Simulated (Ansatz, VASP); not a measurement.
## Two plane-wave programs on HfO2

```xyz
3
Lattice="0.0000 2.5488 2.5488 2.5488 0.0000 2.5488 2.5488 2.5488 0.0000" Properties=species:S:1:pos:R:3 pbc="T T T"
Hf    0.0000    0.0000    0.0000
O     3.8231    3.8231    3.8231
O     1.2744    1.2744    1.2744
```

Alike in both runs: task single point; functional HSE06; k mesh 4 × 4 × 4; no spin polarisation.

|  | VASP | Ansatz |
| --- | --- | --- |
| version | VASP 6.6.1 | Ansatz 0.2.0 |
| potentials or method | VASP PAW PBE potentials, release 64 (Hf_pv, O) | scalar-relativistic, plane waves, PAW |
| plane-wave cutoff (eV) | 520 | 420 |
| occupations | gaussian, width 0.01 eV | fixed |
| valence electrons in the cell | 22 | 38 |

|  | VASP | Ansatz | Ansatz less VASP |
| --- | --- | --- | --- |
| gap on the k mesh at the Fermi level (eV) | 5.29 | 5.34 | +0.049 |
| least direct gap on the mesh (eV) | 5.29 | 5.34 | +0.049 |

VASP's potentials hold 22 valence electrons a cell and Ansatz's 38, so a difference there can come from the potentials and not from the codes.

The k mesh is coarse, so the values compare programs but aren't converged. Spin-orbit coupling is off throughout.
